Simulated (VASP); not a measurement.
MnO2: single point with PBE+U

The system is MnO2.

```
Mn O
1.0
     4.36902    0.00000    0.00000
     0.00000    4.36902    0.00000
     0.00000    0.00000    2.89836
Mn O
2 4
Direct
  0.00000 0.00000 0.00000
  0.50000 0.50000 0.50000
  0.30523 0.30523 0.00000
  0.19477 0.80523 0.50000
  0.69477 0.69477 0.00000
  0.80523 0.19477 0.50000
```

```json
{
 "Program": "VASP 6.6.1",
 "Task": "single point",
 "Functional": "PBE",
 "Potentials or basis": "VASP PAW PBE potentials, release 64 (Mn_pv, O)",
 "Cutoff": "520 eV",
 "k mesh": "6 × 6 × 8",
 "Occupations": "gaussian, width 0.05 eV",
 "Spin": "collinear spin, antiferromagnetic start",
 "Starting moments": "[2.81, -2.81, -0.01, 0.01, -0.01, 0.01] μB",
 "Hubbard terms": "Mn d U = 3.9 eV"
}
```

```yaml
Pressure: 11.0 GPa
Largest_force: 0.030 eV/Å
Band_gap_on_the_k_mesh: 0.40 eV
Net_moment: 0.00 μB per cell
Site_moments: Mn +2.92, -2.92; O -0.01, +0.01 (each value once) μB
Valence_electrons_inside_the_program's_atomic_spheres: Mn 11.68; O 5.05
```

Forces on the atoms (eV/Å):
```
Mn   0.000  0.000  0.000
Mn   0.000  0.000  0.000
O   -0.021 -0.021  0.000
O    0.021 -0.021  0.000
O    0.021  0.021  0.000
O   -0.021  0.021  0.000
```

Stress tensor (GPa, compression positive):
```
11.05  0.00  0.00
 0.00 11.05  0.00
 0.00  0.00 10.86
```

Levels at points of the mesh, in eV from the valence-band top:
Spin up:
| k point | band 21 | band 22 | band 23 | band 24 | band 25 | band 26 | band 27 | band 28 | band 29 | band 30 |
| --- | --- | --- | --- | --- | --- | --- | --- | --- | --- | --- |
| (0.00, 0.00, 0.00) | -2.60 | -1.28 | -0.64 | -0.59 | 0.00 | 0.40 | 1.45 | 2.26 | 3.27 | 3.76 |
| (0.50, 0.00, 0.00) | -2.40 | -1.73 | -1.50 | -0.94 | -0.82 | 2.35 | 2.49 | 2.66 | 2.72 | 3.16 |
| (0.50, 0.50, 0.00) | -2.24 | -2.16 | -1.60 | -1.57 | -0.15 | 0.53 | 1.41 | 2.89 | 3.46 | 3.76 |
| (0.00, 0.00, 0.50) | -2.83 | -2.78 | -1.94 | -1.24 | -0.45 | 1.55 | 1.81 | 2.61 | 2.76 | 3.43 |
| (0.50, 0.00, 0.50) | -3.50 | -1.86 | -1.36 | -1.32 | -1.22 | 0.87 | 1.51 | 2.61 | 2.89 | 3.16 |
| (0.50, 0.50, 0.50) | -2.76 | -1.51 | -0.97 | -0.67 | -0.66 | 1.84 | 2.23 | 2.42 | 2.79 | 2.93 |
Spin down:
| k point | band 22 | band 23 | band 24 | band 25 | band 26 | band 27 | band 28 | band 29 |
| --- | --- | --- | --- | --- | --- | --- | --- | --- |
| (0.00, 0.00, 0.00) | -1.28 | -0.64 | -0.59 | 0.00 | 0.40 | 1.45 | 2.26 | 3.27 |
| (0.50, 0.00, 0.00) | -1.73 | -1.50 | -0.94 | -0.82 | 2.35 | 2.49 | 2.66 | 2.72 |
| (0.50, 0.50, 0.00) | -2.16 | -1.60 | -1.57 | -0.15 | 0.53 | 1.41 | 2.89 | 3.46 |
| (0.00, 0.00, 0.50) | -2.78 | -1.94 | -1.24 | -0.45 | 1.55 | 1.81 | 2.61 | 2.76 |
| (0.50, 0.00, 0.50) | -1.86 | -1.36 | -1.32 | -1.22 | 0.87 | 1.51 | 2.61 | 2.89 |
| (0.50, 0.50, 0.50) | -1.51 | -0.97 | -0.67 | -0.66 | 1.84 | 2.23 | 2.42 | 2.79 |

Eigenvalues of the final occupation matrices:
| site | spin | trace | eigenvalues |
| --- | --- | --- | --- |
| site 1 d | 1 | 3.87 | 0.49 0.50 0.96 0.97 0.97 |
| site 1 d | 2 | 0.99 | 0.07 0.12 0.13 0.33 0.34 |
| site 2 d | 1 | 0.99 | 0.07 0.12 0.13 0.33 0.34 |
| site 2 d | 2 | 3.87 | 0.49 0.50 0.96 0.97 0.97 |

Wall time 2.4 min on 1 thread of Intel(R) Xeon(R) Platinum 8488C (Sapphire Rapids), on a shared host, peak memory 0.27 GiB.

Caveat: the cell stands under pressure. A k mesh can miss the band edges.
